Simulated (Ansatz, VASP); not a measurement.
**Two plane-wave programs on Al2O3**

```xyz
10
Lattice="2.3794 1.3737 4.4182 -2.3794 1.3737 4.4182 0.0000 -2.7474 4.4182" Properties=species:S:1:pos:R:3 pbc="T T T"
Al    0.0000    0.0000   11.2847
Al    0.0000    0.0000    4.6574
Al    0.0000    0.0000    1.9699
Al    0.0000    0.0000    8.5973
O     0.9198   -1.3737    5.5228
O    -1.6496   -0.1097    5.5228
O    -0.9198    1.3737    7.7319
O    -0.7298   -1.4834    7.7319
O     1.6496    0.1097    7.7319
O     0.7298    1.4834    5.5228
```

Change from the starting cell: uniaxial_z strain +2.0%.

Alike in both runs: task single point; functional r2SCAN; k mesh 6 × 6 × 6; no spin polarisation.

|  | VASP | Ansatz |
| --- | --- | --- |
| version | VASP 6.6.1 | Ansatz 0.2.0 |
| potentials or method | VASP PAW PBE potentials, release 64 (Al, O) | plane waves, PAW |
| plane-wave cutoff (eV) | 520 | 500 |
| occupations | gaussian, width 0.01 eV | fixed |
| valence electrons in the cell | 48 | 48 |

VASP gave:

```
gap on the k mesh at the Fermi level (eV)                     : 6.91
pressure (GPa)                                                : -5.2
traceless stress, the component that is largest in VASP (GPa) : -5.14
rms of the force components (eV/Å)                            : 0.008
```

Estimate Ansatz's values.

gap on the k mesh at the Fermi level (eV): 6.89; pressure (GPa): -4.7; traceless stress, the component that is largest in VASP (GPa): -5.08; rms of the force components (eV/Å): 0.001.

VASP's potentials were made for PBE, not for r2SCAN. Atom by atom the forces differ by 0.009 eV/Å (rms over components).
